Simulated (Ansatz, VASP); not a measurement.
**Two plane-wave programs on SrO**

```xyz
4
Lattice="4.4864 0.0000 0.0000 0.0000 4.4864 0.0000 0.0000 0.0000 3.5966" Properties=species:S:1:pos:R:3 pbc="T T T"
Sr    2.2432    0.0000    0.9724
Sr    0.0000    2.2432    2.6242
O     0.0000    0.0000    0.0000
O     2.2432    2.2432    0.0000
```

Alike in both runs: task single point; functional PBE; k mesh 8 × 8 × 10; no spin polarisation.

|  | VASP | Ansatz |
| --- | --- | --- |
| version | VASP 6.6.1 | Ansatz 0.2.0 |
| potentials or method | VASP PAW PBE potentials, release 64 (Sr_sv, O), cutoff 520 eV | scalar-relativistic, plane waves, PAW |
| occupations | tetrahedron | tetrahedron-uncorrected |
| valence electrons in the cell | 32 | 32 |

Ansatz gave:

| Item | Value |
| --- | --- |
| gap on the k mesh at the Fermi level (eV) | 2.53 |
| pressure (GPa) | 0.0 |
| traceless stress, the component that is largest in VASP (GPa) | -0.02 |
| rms of the force components (eV/Å) | 0.000 |

Question: Which values does VASP return?

Answer: gap on the k mesh at the Fermi level (eV): 2.52; pressure (GPa): 0.6; traceless stress, the component that is largest in VASP (GPa): -0.25; rms of the force components (eV/Å): 0.028.

Atom by atom the forces differ by 0.028 eV/Å (rms over components). Ansatz's warnings: band table not solved further.
